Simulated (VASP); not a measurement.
Write the native input for VASP 6.6.1 that does the following.

| Quantity | Value |
| --- | --- |
| Task | single point |
| Functional | PBE |
| Potentials or basis | VASP PAW PBE potentials, release 64 (C, Si) |
| Cutoff | 520 eV |
| k mesh | 1 × 1 × 1, shifted |
| Occupations | fermi-dirac, width 0.3447 eV |
| Spin | no spin polarisation |
| Dipole correction | no |
| Mended | yes |
| Further INCAR settings | LREAL = Auto; ALGO = Normal; EDIFF = 1e-06; NBANDS = 43; ISYM = -1 |

The structure of Si4C11 lies in POSCAR:

```
Si4C11
1.0
    5.5684850000      0.1677970000      0.0711490000
    0.1677970000      5.4749150000     -0.0943290000
    0.0711490000     -0.0943290000      5.5837510000
C Si
11 4
Direct
    0.0067299212     -0.0840295394      0.1620464004
    1.1286197318     -0.1722535701     -0.5983276604
    0.7007697579     -0.0904239758      0.8523940859
    0.6970206313      0.4315467333      0.3383016275
    0.7933557127      0.8432733708      0.0579751261
    0.4552995978     -0.0575765715     -0.3333961796
    0.1435232475      0.0825781295      0.0840993764
    0.1555488131      0.3587763212      0.0318511461
   -0.3726630302      0.6888427024      0.2029228104
    0.5443197355      1.3829561236     -0.4008794333
    0.5649078553      0.1443721429     -0.3397676847
    0.7983963212      0.5403149879     -0.1852755840
    0.3096266562      0.7347269318      0.1583386204
    1.2549211283     -0.4713105874      0.8031739525
    1.0463717134      1.0786737936      0.6017594479
```

One way to write it, as run:

INCAR

```
ALGO     = Normal         # electronic algorithm
EDIFF    = 1E-6           # SCF threshold, eV
ENCUT    = 520            # plane-wave cutoff, eV
GGA      = PE             # functional
GGA_COMPAT= F            
ISIF     = 2              # what is computed and relaxed
ISMEAR   = -1             # smearing method
ISYM     = -1           
LASPH    = T              # aspherical terms in the spheres
LCHARG   = F              # write CHGCAR
LREAL    = Auto         
LWAVE    = F              # write WAVECAR
NBANDS   = 43             # bands
NELM     = 120            # most SCF steps
PREC     = Accurate       # precision mode
SIGMA    = 0.3447         # smearing width, eV
```

KPOINTS

```
explicit points
1
Reciprocal
  0.25000000   0.25000000   0.25000000 1
```

Potentials or basis: VASP PAW PBE potentials, release 64 (C, Si).

Launch:

```bash
$ cat potpaw_PBE.64/C/POTCAR potpaw_PBE.64/Si/POTCAR > POTCAR
$ mpirun -np 1 vasp_std > vasp.out
```

Results of the run:

The pressure is 2.7 GPa and the largest force is 9.295 eV/Å.

Caveat: the atoms stand as in a frame of molecular dynamics.

Wall time 12 s on 1 thread of Intel(R) Xeon(R) 6975P-C (Granite Rapids) (shared host), peak memory 0.24 GiB.
